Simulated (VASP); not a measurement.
The system is KYSe2.

```xyz
4
Lattice="4.3197 0.0000 0.0000 0.0000 4.3197 0.0000 0.0000 0.0000 5.8683" Properties=species:S:1:pos:R:3 pbc="T T T"
K     0.0000    0.0000    0.0000
Se    0.0000    0.0000    2.9341
Se    2.1599    2.1599    0.0000
Y     2.1599    2.1599    2.9341
```

Base run:

| Item | Value |
| --- | --- |
| Program | VASP 6.6.1 |
| Functional | PBE |
| Potentials or basis | VASP PAW PBE potentials, release 64 (K_sv, Se, Y_sv) |
| Cutoff | 520 eV |
| k mesh | 6 × 6 × 4 |
| Occupations | gaussian, width 0.01 eV |
| Spin | no spin polarisation |

Its results: band gap on the k mesh 0.19 eV; pressure 0.7 GPa.

The run is repeated on the same cell with these changes: functional from PBE to r2SCAN; further incar settings from ALGO = Normal; EDIFF = 1e-06; NBANDS = 24 to ALGO = Normal; EDIFF = 1e-07; NBANDS = 24. What comes out?

Band gap on the k mesh 0.50 eV; pressure 0.0 GPa.

Caveats: semilocal functionals underestimate gaps, and a narrow one can read as zero; the PAW data sets were made with another functional, which shifts forces and pressure a little (at least some runs).

A k mesh can miss the band edges.
